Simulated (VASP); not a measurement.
# Cu (I4_1/amd) in VASP: a series of runs

The runs below take Cu through single point, relaxation of cell and atoms, with PBEsol.

Everything below comes from runs of VASP 6.6.1. Logs are shortened: lines on timing, memory, paths and dates and some standing lists are left out, and cuts for length are marked.

**1. The cell of the first run**

It takes space group I4_1/amd (No. 141, tetragonal). Conventional cell: a = 4.566 Å, b = 4.566 Å, c = 2.386 Å, α = 90.00°, β = 90.00°, γ = 90.00°. Cu (site symmetry -4m2) has 10 Cu at 2.36 to 2.90 Å within 3.1 Å.

**2. Single point, PBEsol**

Contents of INCAR:

```
SYSTEM = Cu
  PREC = Accurate
  ENCUT = 520
  EDIFF = 1E-6
  ISMEAR = 0
  SIGMA = 0.1
  LREAL = .FALSE.
  LASPH = .TRUE.
  NELM = 100
  ALGO = Fast
  ISIF = 2
  LWAVE = .FALSE.
  LCHARG = .FALSE.
  GGA = PS
  NBANDS = 18
```

Contents of KPOINTS:

```
regular mesh
0
G
  8 8 8
  0 0 0
```

Contents of POSCAR:

```
Cu
1.0
   -2.2830145711      2.2830145711      1.1929130410
    2.2830145711     -2.2830145711      1.1929130410
    2.2830145711      2.2830145711     -1.1929130410
Cu
2
Direct
    0.0000000000      0.0000000000      0.0000000000
    0.7500000000      0.2500000000      0.5000000000
```

Potentials or basis: VASP PAW PBE potentials, release 64 (Cu).

Started as:

```console
cat potpaw_PBE.64/Cu/POTCAR > POTCAR
mpirun -np 1 vasp_std > vasp.out
```

OUTCAR:

```text
SYSTEM = Cu
   PREC = Accurate
   ENCUT = 520
   EDIFF = 1E-6
   ISMEAR = 0
   LREAL = .FALSE.
   LASPH = .TRUE.
   NELM = 100
   ISIF = 2
   GGA = PS

 ion  position               nearest neighbor table
   1  0.000  0.000  0.000-   2 2.36   2 2.36   2 2.36   2 2.36
   2  0.750  0.250  0.500-   1 2.36   1 2.36   1 2.36   1 2.36

  LATTYP: Found a body centered tetragonal cell.
 ALAT       =     4.5660291422
 C/A-ratio  =     0.5225166129

  Lattice vectors:

 A1 = (  -2.2830145711,   2.2830145711,   1.1929130410)
 A2 = (   2.2830145711,  -2.2830145711,   1.1929130410)
 A3 = (   2.2830145711,   2.2830145711,  -1.1929130410)

Analysis of symmetry for initial positions (statically):
=====================================================================
 Subroutine PRICEL returns:
 Original cell was already a primitive cell.

 Routine SETGRP: Setting up the symmetry group for a
 body centered tetragonal supercell.

 Subroutine GETGRP returns: Found 16 space group operations
 (whereof  8 operations were pure point group operations)
 out of a pool of 16 trial point group operations.

The static configuration has the point symmetry D_2d.
 The point group associated with its full space group is D_4h.

Analysis of symmetry for dynamics (positions and initial velocities):
=====================================================================
 Subroutine PRICEL returns:
 Original cell was already a primitive cell.

 Routine SETGRP: Setting up the symmetry group for a
 body centered tetragonal supercell.

 Subroutine GETGRP returns: Found 16 space group operations
 (whereof  8 operations were pure point group operations)
 out of a pool of 16 trial point group operations.

The dynamic configuration has the point symmetry D_2d.
 The point group associated with its full space group is D_4h.

 Subroutine INISYM returns: Found 16 space group operations
 (whereof  8 operations are pure point group operations),
 and found     1 'primitive' translations

----------------------------------------------------------------------------------------

                                     Primitive cell

  volume of cell :      24.8706

  direct lattice vectors                    reciprocal lattice vectors
    -2.283014571  2.283014571  1.192913041     0.000000000  0.219008677  0.419142035
     2.283014571 -2.283014571  1.192913041     0.219008677  0.000000000  0.419142035
     2.283014571  2.283014571 -1.192913041     0.219008677  0.219008677  0.000000000

  length of vectors
     3.441998342  3.441998342  3.441998342     0.472911034  0.472911034  0.309725041

  position of ions in fractional coordinates (direct lattice)
     0.000000000  0.000000000  0.000000000
     0.750000000  0.250000000  0.500000000

  ion indices of the primitive-cell ions
   primitive index   ion index
                 1           1
                 2           2

----------------------------------------------------------------------------------------

 KPOINTS: regular mesh

Automatic generation of k-mesh.
 Grid dimensions read from file:
 generate k-points for:    8    8    8

 Generating k-lattice:

  Cartesian coordinates                     Fractional coordinates (reciprocal lattice)
     0.000000000  0.027376085  0.052392754     0.125000000 -0.000000000  0.000000000
     0.027376085  0.000000000  0.052392754    -0.000000000  0.125000000  0.000000000
     0.027376085  0.027376085  0.000000000     0.000000000  0.000000000  0.125000000

  Length of vectors
     0.059113879  0.059113879  0.038715630

  Shift w.r.t. Gamma in fractional coordinates (k-lattice)
     0.000000000  0.000000000  0.000000000

 Subroutine IBZKPT returns following result:
 ===========================================

 Found     59 irreducible k-points:

 Following reciprocal coordinates:
            Coordinates               Weight
  0.000000  0.000000  0.000000      1.000000
  0.125000 -0.000000  0.000000      8.000000
  0.250000 -0.000000  0.000000      8.000000
  0.375000  0.000000  0.000000      8.000000
  0.500000 -0.000000  0.000000      4.000000
  0.125000  0.125000  0.000000      8.000000
[... 16 lines left out ...]
  0.250000  0.125000  0.125000     16.000000
  0.375000  0.125000  0.125000      8.000000
 [... further k-points ...]
   k-points           NKPTS =     59   k-points in BZ     NKDIM =     59   number of bands    NBANDS=     18
   number of dos      NEDOS =    301   number of ions     NIONS =      2
   total plane-waves  NPLWV =  21952
   dimension x,y,z NGX =    28 NGY =   28 NGZ =   28
   dimension x,y,z NGXF=    56 NGYF=   56 NGZF=   56
   ions per type =               2
   NGX,Y,Z   is equivalent  to a cutoff of  13.52, 13.52, 13.52 a.u.
   NGXF,Y,Z  is equivalent  to a cutoff of  27.05, 27.05, 27.05 a.u.
 SYSTEM =  Cu
   PREC   = accura    normal or accurate (medium, high low for compatibility)
   ISTART =      0    job   : 0-new  1-cont  2-samecut
   ICHARG =      2    charge: 1-file 2-atom 10-const
   ISPIN  =      1    spin polarized calculation?
   LNONCOLLINEAR =      F non collinear calculations
   LSORBIT =      F    spin-orbit coupling
   LASPH  =      T    aspherical Exc in radial PAW
   ENCUT  =  520.0 eV  38.22 Ry    6.18 a.u.   6.40  6.40  6.40*2*pi/ulx,y,z
   NELM   =    100;   NELMIN=  2; NELMDL= -5     # of ELM steps
   EDIFF  = 0.1E-05   stopping-criterion for ELM
   LREAL  =      F    real-space projection
   EDIFFG = 0.1E-04   stopping-criterion for IOM
   NSW    =      0    number of steps for IOM
   IBRION =     -1    ionic relax: 0-MD 1-quasi-New 2-CG
   NFREE  =      0    steps in history (QN), initial steepest desc. (CG)
   ISIF   =      2    stress and relaxation
   ISYM   =      2    0-nonsym 1-usesym 2-fastsym
   POTIM  = 0.5000    time-step for ionic-motion
   TEBEG  =    0.0;   TEEND  =   0.0 temperature during run
   PSTRESS=    0.0 pullay stress
   NELECT =      22.0000    total number of electrons
   NUPDOWN=      -1.0000    fix difference up-down
   EMIN   =  10.00;   EMAX   =-10.00  energy-range for DOS
   EFERMI =   0.00;   METHOD = LEGACY
   ISMEAR =     0;   SIGMA  =   0.10  broadening in eV -4-tet -1-fermi 0-gaus
   EFERMI_NEDOS =   21; number of points for ismear=-14 and -15
   IALGO  =     68    algorithm
   IMIX   =      4    mixing-type and parameters
     AMIX     =   0.40;   BMIX     =  1.00
     AMIX_MAG =   1.60;   BMIX_MAG =  1.00
  volume/ion in A,a.u.               =      12.44        83.92
  Fermi-wavevector in a.u.,A,eV,Ry     =   1.571522  2.969745 33.602036  2.469680
  Thomas-Fermi vector in A             =   2.673093
   LORBIT       =      0    0 simple, 1 ext, 2 COOP (PROOUT), +10 PAW based schemes
   GGA     = PS    functional components
   LHFCALC =     F    Hartree Fock is set to
   AEXX    =    0.0000 exact exchange contribution
   IVDW    =     0    specifies the selected vdW correction
   LEPSILON=     F    determine dielectric tensor
   LRPA    =     F    only Hartree local field effects (RPA)
 non-spin polarized calculation
 RMM-DIIS sequential band-by-band and
 Gauss-broadening in eV      SIGMA  =   0.10
  energy-cutoff  :      520.00
  volume of cell :       24.87
 maximum number of plane-waves:       690
 NGX is ok and might be reduce to    28
   NGX = 13   NGY = 13   NGZ = 13

 number of electron      22.0000018 magnetization

 Free energy of the ion-electron system (eV)
  ---------------------------------------------------
  ext. energy  EPLUGINS =         0.00000000
  ---------------------------------------------------
  free energy    TOTEN  =        -7.90153920 eV

  energy without entropy =       -7.89848733  energy(sigma->0) =       -7.90001327

 E-fermi :   6.7130     XC(G=0): -12.5604

 val. band max:        6.6881234441   @ k =  -0.3750   0.5000   0.3750
 cond. band min:       6.7587862885   @ k =   0.3750   0.2500   0.0000
 fundamental gap:      0.0706628444
 Fermi energy:         6.7130012986

 k-point     1 :       0.0000    0.0000    0.0000
  band No.  band energies     occupation
      1      -2.1866      2.00000
      2       2.1429      2.00000
      3       2.7268      2.00000
      4       2.7867      2.00000
      5       3.1345      2.00000
      6       4.7498      2.00000
[... 10 lines left out ...]
     17      26.1728      0.00000
     18      29.6881      0.00000

 k-point     2 :       0.1250   -0.0000    0.0000
  band No.  band energies     occupation
      1      -1.6348      2.00000
      2       2.3126      2.00000
      3       2.7494      2.00000
      4       3.1341      2.00000
      5       3.3104      2.00000
      6       4.3125      2.00000
[... 10 lines left out ...]
     17      25.5005      0.00000
     18      26.9537      0.00000

 k-point     3 :       0.2500   -0.0000    0.0000
  band No.  band energies     occupation
      1      -0.0936      2.00000
      2       2.6666      2.00000
      3       2.9111      2.00000
      4       3.3826      2.00000
      5       3.7106      2.00000
      6       3.8188      2.00000
[... 10 lines left out ...]
     17      22.4616      0.00000
     18      22.5476      0.00000

 k-point     4 :       0.3750    0.0000    0.0000
  band No.  band energies     occupation
      1       1.7056      2.00000
      2       2.6056      2.00000
      3       2.9091      2.00000
      4       3.3246      2.00000
      5       3.7715      2.00000
      6       4.0067      2.00000
[... 10 lines left out ...]
     17      21.8282      0.00000
     18      24.1497      0.00000

 k-point     5 :       0.5000   -0.0000    0.0000
  band No.  band energies     occupation
      1       2.1754      2.00000
      2       2.4504      2.00000
      3       2.9952      2.00000
      4       3.2066      2.00000
      5       4.0216      2.00000
      6       4.0645      2.00000
[... 10 lines left out ...]
     17      21.3743      0.00000
     18      24.7064      0.00000

 k-point     6 :       0.1250    0.1250    0.0000
  band No.  band energies     occupation
      1      -0.2994      2.00000
      2       2.6452      2.00000
      3       2.8953      2.00000
      4       3.4585      2.00000
      5       3.5815      2.00000
      6       4.0245      2.00000
[... 10 lines left out ...]
     17      21.6595      0.00000
     18      23.5484      0.00000

 k-point     7 :       0.2500    0.1250    0.0000
  band No.  band energies     occupation
      1       1.5306      2.00000
      2       2.6112      2.00000
      3       2.9739      2.00000
      4       3.2767      2.00000
      5       3.6254      2.00000
      6       3.8603      2.00000
[... 10 lines left out ...]
     17      20.9881      0.00000
     18      22.0005      0.00000

 k-point     8 :       0.3750    0.1250    0.0000
  band No.  band energies     occupation
      1       2.2122      2.00000
      2       2.4398      2.00000
      3       3.0096      2.00000
      4       3.3469      2.00000
      5       3.7717      2.00000
      6       4.0411      2.00000
[... 10 lines left out ...]
     17      20.6783      0.00000
     18      25.4553      0.00000
[... 229 lines left out ...]
     17      22.9827      0.00000
     18      24.4998      0.00000

 k-point    20 :      -0.3750    0.3750    0.0000
  band No.  band energies     occupation
      1      -0.1746      2.00000
      2       2.0207      2.00000
      3       2.9200      2.00000
      4       3.0159      2.00000
      5       3.2074      2.00000
      6       4.0745      2.00000
[... 10 lines left out ...]
     17      27.0988      0.00000
     18      27.6181      0.00000

 k-point    21 :       0.5000    0.5000    0.0000
  band No.  band energies     occupation
      1       1.0944      2.00000
      2       1.0944      2.00000
      3       3.0149      2.00000
      4       3.0149      2.00000
      5       3.5956      2.00000
      6       3.5956      2.00000
[... 10 lines left out ...]
     17      27.3143      0.00000
     18      27.3143      0.00000

 k-point    22 :       0.1250    0.1250    0.1250
  band No.  band energies     occupation
      1       0.3078      2.00000
      2       2.6062      2.00000
      3       3.0493      2.00000
      4       3.2934      2.00000
      5       3.5500      2.00000
      6       4.1125      2.00000
[... 10 lines left out ...]
     17      23.3254      0.00000
     18      23.7344      0.00000

 k-point    23 :       0.2500    0.1250    0.1250
  band No.  band energies     occupation
      1       1.8997      2.00000
      2       2.4948      2.00000
      3       2.9826      2.00000
      4       3.3367      2.00000
      5       3.5913      2.00000
      6       4.0866      2.00000
[... 10 lines left out ...]
     17      21.9287      0.00000
     18      23.0197      0.00000

 k-point    24 :       0.3750    0.1250    0.1250
  band No.  band energies     occupation
      1       2.2952      2.00000
      2       2.4183      2.00000
      3       2.8592      2.00000
      4       3.3639      2.00000
      5       3.5725      2.00000
      6       4.2883      2.00000
[... 10 lines left out ...]
     17      21.9793      0.00000
     18      24.7959      0.00000

 [... further k-points ...]
[... 5 lines left out ...]
  --------------------------------------------------------------------------------------
  -------------------------------------------------------------------------------------
  Total        0.1542215      0.1542215      0.1491720      0.0000000     -0.0000000      0.0000000
  in kB        9.9350341      9.9350341      9.6097397      0.0000000     -0.0000000      0.0000000
  external PRESSURE =       9.8266026 kB  Pullay stress =       0.0000000 kB

 VOLUME and BASIS-vectors are now :
 -----------------------------------------------------------------------------
  energy-cutoff  :      520.00
  volume of cell :       24.87
      direct lattice vectors                 reciprocal lattice vectors
    -2.283014571  2.283014571  1.192913041     0.000000000  0.219008677  0.419142035
     2.283014571 -2.283014571  1.192913041     0.219008677  0.000000000  0.419142035
     2.283014571  2.283014571 -1.192913041     0.219008677  0.219008677  0.000000000

 POSITION                                       TOTAL-FORCE (eV/Angst)
 -----------------------------------------------------------------------------------
      0.00000      0.00000      0.00000         0.000000     -0.000000     -0.000000
      0.00000      2.28301      0.59646        -0.000000      0.000000      0.000000
 -----------------------------------------------------------------------------------
    total drift:                               -0.000000      0.000000      0.000000

  FREE ENERGIE OF THE ION-ELECTRON SYSTEM (eV)
  ---------------------------------------------------
  free  energy   TOTEN  =        -7.9015392009 eV

  energy  without entropy=       -7.8984873336  energy(sigma->0) =       -7.90001327
```

Run time: 18 s. Hardware: 1 thread of Intel Xeon 6975P-C (Granite Rapids), shared host; peak memory 0.16 GiB.

Results:

```yaml
Free_energy: -7.9015 eV
Pressure: 1.0 GPa
Band_gap_on_the_k_mesh: zero (band 11 reaches 9.01 eV, above the bottom of band 12 at 5.11 eV)
```

Levels at points of the mesh, in eV from the Fermi level:
| k point | band 7 | band 8 | band 9 | band 10 | band 11 | band 12 | band 13 | band 14 | band 15 | band 16 |
| --- | --- | --- | --- | --- | --- | --- | --- | --- | --- | --- |
| (0.00, 0.00, 0.00) | -1.96 | -1.94 | -1.94 | -1.43 | -1.02 | 4.76 | 4.76 | 10.28 | 10.72 | 19.46 |
| (0.50, 0.00, 0.00) | -2.10 | -1.91 | -1.62 | -1.50 | 0.39 | 3.10 | 6.41 | 7.19 | 10.38 | 10.97 |
| (0.50, 0.50, 0.00) | -2.21 | -2.21 | -1.72 | -1.72 | -1.59 | -1.59 | 10.16 | 10.16 | 12.61 | 12.61 |
| (0.50, 0.50, 0.50) | -1.93 | -1.93 | -1.86 | -1.86 | -1.60 | -1.60 | 2.40 | 2.40 | 19.21 | 19.21 |

Caveat: the k points lie up to 0.37 Å⁻¹ apart; the PAW data sets were made with another functional, which shifts forces and pressure a little.

**3. Relaxation of cell and atoms, PBEsol**

This run uses another cell than the first one, of 11.75 Å³/atom, 0.945 times its volume.

Contents of INCAR:

```
SYSTEM = Cu
PREC = Accurate ; ENCUT = 600
EDIFF = 1E-6 ; ISMEAR = 0
SIGMA = 0.1 ; LREAL = .False.
LASPH = .True. ; NELM = 60
ALGO = Fast ; ISIF = 3
LWAVE = .False. ; LCHARG = .False.
GGA = PS ; IBRION = 2
NSW = 90 ; EDIFFG = -0.04
```

Contents of KPOINTS:

```
Automatic mesh
0
Gamma
  8 8 8
  0 0 0
```

Contents of POSCAR:

```
Cu
1.0
   -2.2083209824      2.2083209824      1.2046798603
    2.2083209824     -2.2083209824      1.2046798603
    2.2083209824      2.2083209824     -1.2046798603
Cu
2
Direct
    0.0000000000      0.0000000000      0.0000000000
    0.7500000000      0.2500000000      0.5000000000
```

Potentials or basis: VASP PAW PBE potentials, release 64 (Cu).

Started as:

```console
cat potpaw_PBE.64/Cu/POTCAR > POTCAR
mpirun -np 1 vasp_std > vasp.out
```

It took 100 s on 1 thread of Intel Xeon 6975P-C (Granite Rapids), shared host; peak memory 0.16 GiB.

Results (log left out):

* Free energy: -7.9019 eV
* Relaxed volume: 12.50 Å³/atom
* Relaxed cell: a = 3.450 Å, b = 3.450 Å, c = 3.450 Å, α = 96.88°, β = 96.88°, γ = 139.51°
* Space group after relaxing (to 0.05 Å): I4_1/amd (No. 141)
* Energy gained by relaxing: 35.1 meV/atom
* Ionic steps: 10
* Pressure after relaxing: 0.2 GPa
* Band gap on the k mesh: zero (band 11 reaches 8.95 eV, above the bottom of band 12 at 5.06 eV)

Stress tensor (GPa, compression positive):
```
0.05 0.00 0.00
0.00 0.05 0.00
0.00 0.00 0.48
```

Step by step:
| step | energy change (eV) | largest force (eV/Å) | pressure (GPa) | volume (Å³) |
| --- | --- | --- | --- | --- |
| 1 | 0.0000 | 0.0000 | 9.74 | 23.50 |
| 2 | -0.0548 | 0.0000 | -5.40 | 26.00 |
| 3 | -0.0677 | 0.0000 | 0.25 | 25.17 |
| 4 | -0.0673 | 0.0000 | -2.10 | 25.32 |
| 5 | -0.0676 | 0.0000 | -1.40 | 25.24 |
| 6 | -0.0677 | 0.0000 | -0.81 | 25.21 |
| 7 | -0.0702 | 0.0000 | -0.99 | 25.02 |
| 8 | -0.0700 | 0.0000 | 0.21 | 24.97 |
| 9 | -0.0702 | 0.0000 | 0.14 | 25.00 |
| 10 | -0.0702 | 0.0000 | 0.19 | 25.01 |

Final structure:
```yaml
crystal:
  lattice:
    - [-2.28861, 2.28861, 1.19372]
    - [2.28861, -2.28861, 1.19372]
    - [2.28861, 2.28861, -1.19372]
  atoms:
    - { symbol: Cu, position: [0.00000, 0.00000, 0.00000] }
    - { symbol: Cu, position: [0.75000, 0.25000, 0.50000] }
```

Levels at points of the mesh, in eV from the Fermi level:
```csv
k point,band 8,band 9,band 10,band 11,band 12,band 13,band 14,band 15
"(0.00, 0.00, 0.00)",-1.93,-1.93,-1.43,-1.03,4.73,4.73,10.19,10.67
"(0.50, 0.00, 0.00)",-1.90,-1.61,-1.50,0.39,3.10,6.39,7.17,10.33
"(0.50, 0.50, 0.00)",-2.20,-1.71,-1.71,-1.58,-1.58,10.10,10.10,12.54
"(0.50, 0.50, 0.50)",-1.91,-1.85,-1.85,-1.59,-1.59,2.37,2.37,19.20
```

Caveat: the k points lie up to 0.37 Å⁻¹ apart in the final cell; the PAW data sets were made with another functional, which shifts forces and pressure a little.

(Part 1 of 2 ends here.)
